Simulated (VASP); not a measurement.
Set up this calculation in VASP 6.6.1, as the native input.

| Property | Result |
| --- | --- |
| Task | single point |
| Functional | PBE |
| Potentials or basis | VASP PAW PBE potentials, release 64 (W_sv, Se) |
| Cutoff | 520 eV |
| k mesh | 8 × 8 × 8 |
| Occupations | fermi-dirac, width 0.02 eV |
| Spin | no spin polarisation |
| Dipole correction | no |
| Further INCAR settings | ALGO = Normal; EDIFF = 1e-07; NBANDS = 20 |

The structure of WSe2 lies in POSCAR:

```
WSe2
1.0
    0.0000000000      3.0924832574      3.0924832574
    3.0924832574      0.0000000000      3.0924832574
    3.0924832574      3.0924832574      0.0000000000
W Se
1 2
Direct
    0.0000000000      0.0000000000      0.0000000000
    0.2500000000      0.2500000000      0.2500000000
    0.7500000000      0.7500000000      0.7500000000
```

The input as run:

INCAR

```
SYSTEM = WSe2
PREC = Accurate
ENCUT = 520
EDIFF = 1E-7
ISMEAR = -1
SIGMA = 0.02
LREAL = .False.
LASPH = .True.
NELM = 100
ALGO = Normal
ISIF = 2
LWAVE = .False.
LCHARG = .False.
GGA = PE
NBANDS = 20
```

KPOINTS

```
Automatic mesh
0
Gamma
  8 8 8
  0 0 0
```

Potentials or basis: VASP PAW PBE potentials, release 64 (W_sv, Se).

The run is started by

```bash
$ cat potpaw_PBE.64/W_sv/POTCAR potpaw_PBE.64/Se/POTCAR > POTCAR
$ mpirun -np 1 vasp_std > vasp.out
```

It gave:

```json
{
 "Pressure": "0.8 GPa",
 "Band gap on the k mesh": "zero (band 13 reaches 7.25 eV, above the bottom of band 14 at 6.34 eV)"
}
```

Caveat: spin-orbit coupling is left out, which moves the levels of the heavy elements.

Run time: 17 s on 1 thread of Intel(R) Xeon(R) 6975P-C (Granite Rapids) (shared host), peak memory 0.21 GiB.
